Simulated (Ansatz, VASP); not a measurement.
This is a calculation of Ti for Ansatz 0.2.0.

File input:

```
crystal:
  lattice:
    - [0.0, 1.9885598007, 1.9885598007]
    - [1.9885598007, 0.0, 1.9885598007]
    - [1.9885598007, 1.9885598007, 0.0]
  atoms:
    - { symbol: Ti, position: [0.0, 0.0, 0.0] }
hamiltonian:
  xc: hse06
  pseudopotentials: { kind: paw }
kpoints:
  mp_grid: { grid: [6, 6, 6] }
scf:
  occupations: { method: fermi_dirac, width: 0.05 }
output:
  forces: true
  stress: true
  eigenvalues: true
```

Task: Set up the same calculation for VASP 6.6.1. Potentials there: VASP PAW PBE potentials, release 64 (Ti_sv).

Result: As run (the cutoff follows the program's own potentials):

The input POSCAR:

```
Ti
1.0
    0.0000000000      1.9885598007      1.9885598007
    1.9885598007      0.0000000000      1.9885598007
    1.9885598007      1.9885598007      0.0000000000
Ti
1
Direct
    0.0000000000      0.0000000000      0.0000000000
```

INCAR.step1

```
SYSTEM = Ti
PREC = Accurate
ENCUT = 520
EDIFF = 1E-5
ISMEAR = -1
SIGMA = 0.05
LREAL = .False.
LASPH = .True.
NELM = 100
ALGO = Normal
ISIF = 2
LWAVE = .True.
LCHARG = .False.
NBANDS = 12
GGA = PE
```

The input INCAR.step2:

```
SYSTEM = Ti
PREC = Accurate
ENCUT = 520
EDIFF = 1E-7
ISMEAR = -1
SIGMA = 0.05
LREAL = .False.
LASPH = .True.
NELM = 100
ALGO = Normal
ISIF = 2
LWAVE = .False.
LCHARG = .False.
GGA = PE
LHFCALC = .True.
HFSCREEN = 0.2079
PRECFOCK = Normal
NBANDS = 12
ISTART = 1
```

Contents of KPOINTS:

```
regular mesh
0
Gamma
  6 6 6
  0 0 0
```

Potentials or basis: VASP PAW PBE potentials, release 64 (Ti_sv).

Launch:

```bash
$ cat potpaw_PBE.64/Ti_sv/POTCAR > POTCAR
$ cp INCAR.step1 INCAR
$ mpirun -np 1 vasp_std > vasp.out
$ cp INCAR.step2 INCAR
$ mpirun -np 1 vasp_std > vasp.out
```

Both were run:

|  | VASP | Ansatz | Ansatz less VASP |
| --- | --- | --- | --- |
| gap on the k mesh at the Fermi level (eV) | none | none | - |
| pressure (GPa) | 13.1 | 13.8 | +0.69 |

A gap of «none» marks a metal or a gap that the smearing closes.

The k mesh is coarse, so the values compare programs but aren't converged.
